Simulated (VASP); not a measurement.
# Pt (Fm-3m) in VASP: notebook, part 2 of 3

VASP 6.6.1. Earlier steps stand in the parts before.

**3. Relaxation of cell and atoms, PBEsol**

This run uses another cell than the first one, of 14.74 Å³/atom, 0.980 times its volume.

Input file INCAR:

```
SYSTEM = Pt
PREC     = Accurate       ! precision mode
ENCUT    = 600            ! plane-wave cutoff, eV
EDIFF    = 1E-6           ! SCF threshold, eV
ISMEAR   = 0              ! smearing method
SIGMA    = 0.1            ! smearing width, eV
LREAL    = .False.        ! projectors in reciprocal space
LASPH    = .True.         ! aspherical terms in the spheres
NELM     = 80             ! most SCF steps
ALGO     = Normal         ! electronic algorithm
ISIF     = 3              ! what is computed and relaxed
LWAVE    = .False.        ! write WAVECAR
LCHARG   = .False.        ! write CHGCAR
GGA      = PS             ! functional
IBRION   = 2              ! ionic algorithm
NSW      = 100            ! ionic steps
EDIFFG   = -0.005         ! ionic threshold
```

Input file KPOINTS:

```
regular mesh
0
Gamma
  18 18 18
  0 0 0
```

Input file POSCAR:

```
Pt
1.0
    0.0000000000      1.9459784598      1.9459784598
    1.9459784598      0.0000000000      1.9459784598
    1.9459784598      1.9459784598      0.0000000000
Pt
1
Direct
    0.0000000000      0.0000000000      0.0000000000
```

Potentials or basis: VASP PAW PBE potentials, release 64 (Pt).

Command:

```bash
cat potpaw_PBE.64/Pt/POTCAR > POTCAR
mpirun -np 1 vasp_std > vasp.out
```

OUTCAR:

```text
SYSTEM = Pt
   PREC = Accurate
   ENCUT = 600
   EDIFF = 1E-6
   ISMEAR = 0
   LREAL = .False.
   LASPH = .True.
   NELM = 80
   ISIF = 3
   GGA = PS
   IBRION = 2
   NSW = 100
   EDIFFG = -0.005

 ion  position               nearest neighbor table
   1  0.000  0.000  0.000-

  LATTYP: Found a face centered cubic cell.
 ALAT       =     3.8919569196

  Lattice vectors:

 A1 = (   0.0000000000,   1.9459784598,   1.9459784598)
 A2 = (   1.9459784598,   0.0000000000,   1.9459784598)
 A3 = (   1.9459784598,   1.9459784598,   0.0000000000)

Analysis of symmetry for initial positions (statically):
=====================================================================
 Subroutine PRICEL returns:
 Original cell was already a primitive cell.

 Routine SETGRP: Setting up the symmetry group for a
 face centered cubic supercell.

 Subroutine GETGRP returns: Found 48 space group operations
 (whereof 48 operations were pure point group operations)
 out of a pool of 48 trial point group operations.

The static configuration has the point symmetry O_h .

Analysis of symmetry for dynamics (positions and initial velocities):
=====================================================================
 Subroutine PRICEL returns:
 Original cell was already a primitive cell.

 Routine SETGRP: Setting up the symmetry group for a
 face centered cubic supercell.

 Subroutine GETGRP returns: Found 48 space group operations
 (whereof 48 operations were pure point group operations)
 out of a pool of 48 trial point group operations.

The dynamic configuration has the point symmetry O_h .

 Subroutine INISYM returns: Found 48 space group operations
[... 120 lines left out ...]
   GGA     = PS    functional components
   LHFCALC =     F    Hartree Fock is set to
   AEXX    =    0.0000 exact exchange contribution
   IVDW    =     0    specifies the selected vdW correction
   LEPSILON=     F    determine dielectric tensor
   LRPA    =     F    only Hartree local field effects (RPA)
 conjugate gradient relaxation of ions
 non-spin polarized calculation
 Gauss-broadening in eV      SIGMA  =   0.10
  energy-cutoff  :      600.00
  volume of cell :       14.74
 maximum number of plane-waves:       531
 NGX is ok and might be reduce to    24
   NGX = 11   NGY = 11   NGZ = 11

--------------------------------------- Ionic step        1  -------------------------------------------

 number of electron      10.0000000 magnetization

 number of electron       9.9999999 magnetization

 Free energy of the ion-electron system (eV)
  ---------------------------------------------------
  ext. energy  EPLUGINS =         0.00000000
  ---------------------------------------------------
  free energy    TOTEN  =        -6.96053387 eV

  energy without entropy =       -6.95024606  energy(sigma->0) =       -6.95538996

------------------------ aborting loop because EDIFF is reached ----------------------------------------

  FORCE on cell =-STRESS in cart. coord.  units (eV):
  Direction    XX          YY          ZZ          XY          YZ          ZX
  --------------------------------------------------------------------------------------
  -------------------------------------------------------------------------------------
  Total        0.5297737      0.5297737      0.5297737      0.0000000     -0.0000000      0.0000000
  in kB       57.5912972     57.5912972     57.5912972      0.0000000     -0.0000000      0.0000000
  external PRESSURE =      57.5912972 kB  Pullay stress =       0.0000000 kB
[... 92 lines left out ...]
--------------------------------------- Ionic step        4  -------------------------------------------

 number of electron      10.0000000 magnetization

 Free energy of the ion-electron system (eV)
  ---------------------------------------------------
  ext. energy  EPLUGINS =         0.00000000
  ---------------------------------------------------
  free energy    TOTEN  =        -6.96545805 eV

  energy without entropy =       -6.95483626  energy(sigma->0) =       -6.96014716

 E-fermi :  11.1770     XC(G=0): -13.6527

 val. band max:       11.1765652336   @ k =  -0.3333   0.3889   0.1111
 cond. band min:      11.1875439321   @ k =   0.3889   0.2222   0.0000
 fundamental gap:      0.0109786985
 Fermi energy:        11.1770409854

 k-point     1 :       0.0000    0.0000    0.0000
  band No.  band energies     occupation
      1       0.8329      2.00000
      2       7.3430      2.00000
      3       7.3430      2.00000
      4       7.3430      2.00000
      5       9.5360      2.00000
      6       9.5360      2.00000
      7      25.7887      0.00000
      8      30.7689      0.00000
      9      30.7689      0.00000
[... 265 lines left out ...]
 k-point    24 :      -0.2222    0.0556    0.0000
  band No.  band energies     occupation
      1       2.8902      2.00000
      2       6.8382      2.00000
      3       7.7404      2.00000
      4       7.8095      2.00000
      5       9.3338      2.00000
      6      10.0223      2.00000
      7      24.8397      0.00000
      8      27.7145      0.00000
      9      32.2458      0.00000

 [... further k-points ...]
[... 5 lines left out ...]
  --------------------------------------------------------------------------------------
  -------------------------------------------------------------------------------------
  Total       -0.0007947     -0.0007947     -0.0007947     -0.0000000     -0.0000000      0.0000000
  in kB       -0.0847781     -0.0847781     -0.0847781     -0.0000000     -0.0000000      0.0000000
  external PRESSURE =      -0.0847781 kB  Pullay stress =       0.0000000 kB
[... 16 lines left out ...]
  FREE ENERGIE OF THE ION-ELECTRON SYSTEM (eV)
  ---------------------------------------------------
  free  energy   TOTEN  =        -6.9654580514 eV

  energy  without entropy=       -6.9548362639  energy(sigma->0) =       -6.96014716

 reached required accuracy - stopping structural energy minimisation
```

Wall time 22 s (1 thread of Intel Xeon 6975P-C (Granite Rapids), shared host); peak memory 0.17 GiB.

What came out:

* Free energy: -6.9655 eV
* Relaxed volume: 15.02 Å³/atom
* Relaxed cell: a = 2.769 Å, b = 2.769 Å, c = 2.769 Å, α = 60.00°, β = 60.00°, γ = 60.00°
* Space group after relaxing (to 0.05 Å): Fm-3m (No. 225)
* Energy gained by relaxing: 4.9 meV/atom
* Ionic steps: 4
* Pressure after relaxing: 0.0 GPa
* Band gap on the k mesh: zero (band 5 reaches 11.67 eV, above the bottom of band 6 at 9.43 eV)

Step by step:
```
step  energy change (eV)  largest force (eV/Å)  pressure (GPa)  volume (Å³)
   1              0.0000                0.0000            5.76        14.74
   2              0.0362                0.0000          -14.12        15.90
   3             -0.0049                0.0000           -0.12        15.03
   4             -0.0049                0.0000           -0.01        15.02
```

Final structure:
```
Pt
1.0
     0.00000    1.95827    1.95827
     1.95827    0.00000    1.95827
     1.95827    1.95827    0.00000
Pt
1
Direct
  0.00000 0.00000 0.00000
```

Levels at points of the mesh, in eV from the Fermi level:
```csv
k point,band 2,band 3,band 4,band 5,band 6,band 7,band 8,band 9
"(0.00, 0.00, 0.00)",-3.83,-3.83,-3.83,-1.64,-1.64,14.61,19.59,19.59
"(0.50, 0.00, 0.00)",-3.89,-3.89,-0.57,0.04,0.04,5.83,14.17,18.97
"(0.50, 0.50, 0.00)",-6.69,0.02,0.49,0.49,1.70,8.87,11.35,11.35
```

Caveat: the PAW data sets were made with another functional, which shifts forces and pressure a little; spin-orbit coupling is left out, which moves the levels of the heavy elements.

**4. Relaxation of cell and atoms, PBEsol**

This run uses another cell than the first one, of 14.74 Å³/atom, 0.980 times its volume.

INCAR is that of step 3.

KPOINTS is that of step 3.

Input file POSCAR:

```
Pt
1.0
    0.0000000000      1.9459784596      1.9459784596
    1.9459784596      0.0000000000      1.9459784596
    1.9459784596      1.9459784596      0.0000000000
Pt
1
Direct
    0.0000000000      0.0000000000      0.0000000000
```

Potentials or basis: VASP PAW PBE potentials, release 64 (Pt).

Command:

```bash
cat potpaw_PBE.64/Pt/POTCAR > POTCAR
mpirun -np 1 vasp_std > vasp.out
```

OUTCAR:

```text
SYSTEM = Pt
   PREC = Accurate
   ENCUT = 600
   EDIFF = 1E-6
   ISMEAR = 0
   LREAL = .False.
   LASPH = .True.
   NELM = 80
   ISIF = 3
   GGA = PS
   IBRION = 2
   NSW = 100
   EDIFFG = -0.005

 ion  position               nearest neighbor table
   1  0.000  0.000  0.000-

  LATTYP: Found a face centered cubic cell.
 ALAT       =     3.8919569192

  Lattice vectors:

 A1 = (   0.0000000000,   1.9459784596,   1.9459784596)
 A2 = (   1.9459784596,   0.0000000000,   1.9459784596)
 A3 = (   1.9459784596,   1.9459784596,   0.0000000000)

Analysis of symmetry for initial positions (statically):
=====================================================================
 Subroutine PRICEL returns:
 Original cell was already a primitive cell.

 Routine SETGRP: Setting up the symmetry group for a
 face centered cubic supercell.

 Subroutine GETGRP returns: Found 48 space group operations
 (whereof 48 operations were pure point group operations)
 out of a pool of 48 trial point group operations.

The static configuration has the point symmetry O_h .

Analysis of symmetry for dynamics (positions and initial velocities):
=====================================================================
 Subroutine PRICEL returns:
 Original cell was already a primitive cell.

 Routine SETGRP: Setting up the symmetry group for a
 face centered cubic supercell.

 Subroutine GETGRP returns: Found 48 space group operations
 (whereof 48 operations were pure point group operations)
 out of a pool of 48 trial point group operations.

The dynamic configuration has the point symmetry O_h .

 Subroutine INISYM returns: Found 48 space group operations
[... 120 lines left out ...]
   GGA     = PS    functional components
   LHFCALC =     F    Hartree Fock is set to
   AEXX    =    0.0000 exact exchange contribution
   IVDW    =     0    specifies the selected vdW correction
   LEPSILON=     F    determine dielectric tensor
   LRPA    =     F    only Hartree local field effects (RPA)
 conjugate gradient relaxation of ions
 non-spin polarized calculation
 Gauss-broadening in eV      SIGMA  =   0.10
  energy-cutoff  :      600.00
  volume of cell :       14.74
 maximum number of plane-waves:       531
 NGX is ok and might be reduce to    24
   NGX = 11   NGY = 11   NGZ = 11

--------------------------------------- Ionic step        1  -------------------------------------------

 number of electron      10.0000000 magnetization

 number of electron       9.9999999 magnetization

 Free energy of the ion-electron system (eV)
  ---------------------------------------------------
  ext. energy  EPLUGINS =         0.00000000
  ---------------------------------------------------
  free energy    TOTEN  =        -6.96053387 eV

  energy without entropy =       -6.95024606  energy(sigma->0) =       -6.95538996

------------------------ aborting loop because EDIFF is reached ----------------------------------------

  FORCE on cell =-STRESS in cart. coord.  units (eV):
  Direction    XX          YY          ZZ          XY          YZ          ZX
  --------------------------------------------------------------------------------------
  -------------------------------------------------------------------------------------
  Total        0.5297737      0.5297737      0.5297737      0.0000000      0.0000000      0.0000000
  in kB       57.5912986     57.5912986     57.5912986      0.0000000      0.0000000      0.0000000
  external PRESSURE =      57.5912986 kB  Pullay stress =       0.0000000 kB
[... 92 lines left out ...]
--------------------------------------- Ionic step        4  -------------------------------------------

 number of electron      10.0000000 magnetization

 Free energy of the ion-electron system (eV)
  ---------------------------------------------------
  ext. energy  EPLUGINS =         0.00000000
  ---------------------------------------------------
  free energy    TOTEN  =        -6.96545805 eV

  energy without entropy =       -6.95483627  energy(sigma->0) =       -6.96014716

 E-fermi :  11.1770     XC(G=0): -13.6527

 val. band max:       11.1765652374   @ k =  -0.3333   0.3889   0.1111
 cond. band min:      11.1875439356   @ k =   0.3889   0.2222   0.0000
 fundamental gap:      0.0109786983
 Fermi energy:        11.1770409891

 k-point     1 :       0.0000    0.0000    0.0000
  band No.  band energies     occupation
      1       0.8329      2.00000
      2       7.3430      2.00000
      3       7.3430      2.00000
      4       7.3430      2.00000
      5       9.5360      2.00000
      6       9.5360      2.00000
      7      25.7887      0.00000
      8      30.7689      0.00000
      9      30.7689      0.00000
[... 265 lines left out ...]
 k-point    24 :      -0.2222    0.0556    0.0000
  band No.  band energies     occupation
      1       2.8902      2.00000
      2       6.8382      2.00000
      3       7.7404      2.00000
      4       7.8095      2.00000
      5       9.3338      2.00000
      6      10.0223      2.00000
      7      24.8397      0.00000
      8      27.7145      0.00000
      9      32.2458      0.00000

 [... further k-points ...]
[... 5 lines left out ...]
  --------------------------------------------------------------------------------------
  -------------------------------------------------------------------------------------
  Total       -0.0007947     -0.0007947     -0.0007947      0.0000000      0.0000000      0.0000000
  in kB       -0.0847795     -0.0847795     -0.0847795      0.0000000      0.0000000      0.0000000
  external PRESSURE =      -0.0847795 kB  Pullay stress =       0.0000000 kB
[... 16 lines left out ...]
  FREE ENERGIE OF THE ION-ELECTRON SYSTEM (eV)
  ---------------------------------------------------
  free  energy   TOTEN  =        -6.9654580529 eV

  energy  without entropy=       -6.9548362654  energy(sigma->0) =       -6.96014716

 reached required accuracy - stopping structural energy minimisation
```

OSZICAR:

```text
N       E                     dE             d eps       ncg     rms          rms(c)
DAV:   1     0.413180315430E+02    0.41318E+02   -0.60476E+03  3582   0.117E+03
DAV:   2    -0.693383598608E+01   -0.48252E+02   -0.46267E+02  3648   0.202E+02
DAV:   3    -0.741009471907E+01   -0.47626E+00   -0.46907E+00  4247   0.207E+01
[... 26 lines left out ...]
   3 F= -.69654553E+01 E0= -.69601410E+01  d E =-.492147E-02
       N       E                     dE             d eps       ncg     rms          rms(c)
DAV:   1    -0.696547236316E+01   -0.17063E-04   -0.33549E-04  3579   0.196E-01    0.266E-02
DAV:   2    -0.696545869744E+01    0.13666E-04   -0.40972E-05  3538   0.568E-02    0.105E-02
DAV:   3    -0.696545805295E+01    0.64449E-06   -0.38522E-06  2016   0.164E-02
   4 F= -.69654581E+01 E0= -.69601472E+01  d E =-.492418E-02
```

CONTCAR:

```text
Pt
   1.00000000000000
    -0.0000000000000000    1.9582726024203105    1.9582726024203105
     1.9582726024203105    0.0000000000000000    1.9582726024203105
     1.9582726024203105    1.9582726024203105    0.0000000000000000
  Pt
     1
Direct
     0.0000000000000000    0.0000000000000000    0.0000000000000000

  0.00000000E+00  0.00000000E+00  0.00000000E+00
```

Wall time 37 s (1 thread of Intel Xeon 6975P-C (Granite Rapids), shared host); peak memory 0.17 GiB.

What came out:

- Free energy: -6.9655 eV
- Relaxed volume: 15.02 Å³/atom
- Relaxed cell: a = 2.769 Å, b = 2.769 Å, c = 2.769 Å, α = 60.00°, β = 60.00°, γ = 60.00°
- Space group after relaxing (to 0.05 Å): Fm-3m (No. 225)
- Energy gained by relaxing: 4.9 meV/atom
- Ionic steps: 4
- Pressure after relaxing: 0.0 GPa
- Band gap on the k mesh: zero (band 5 reaches 11.67 eV, above the bottom of band 6 at 9.43 eV)

The path:
| step | energy change (eV) | largest force (eV/Å) | pressure (GPa) | volume (Å³) |
| --- | --- | --- | --- | --- |
| 1 | 0.0000 | 0.0000 | 5.76 | 14.74 |
| 2 | 0.0362 | 0.0000 | -14.12 | 15.90 |
| 3 | -0.0049 | 0.0000 | -0.12 | 15.03 |
| 4 | -0.0049 | 0.0000 | -0.01 | 15.02 |

Final structure:
```
Pt
1.0
     0.00000    1.95827    1.95827
     1.95827    0.00000    1.95827
     1.95827    1.95827    0.00000
Pt
1
Direct
  0.00000 0.00000 0.00000
```

Levels at points of the mesh, in eV from the Fermi level:
```csv
k point,band 2,band 3,band 4,band 5,band 6,band 7,band 8,band 9
"(0.00, 0.00, 0.00)",-3.83,-3.83,-3.83,-1.64,-1.64,14.61,19.59,19.59
"(0.50, 0.00, 0.00)",-3.89,-3.89,-0.57,0.04,0.04,5.83,14.17,18.97
"(0.50, 0.50, 0.00)",-6.69,0.02,0.49,0.49,1.70,8.87,11.35,11.35
```

Caveat: the PAW data sets were made with another functional, which shifts forces and pressure a little; spin-orbit coupling is left out, which moves the levels of the heavy elements.

(Part 2 of 3 ends here.)
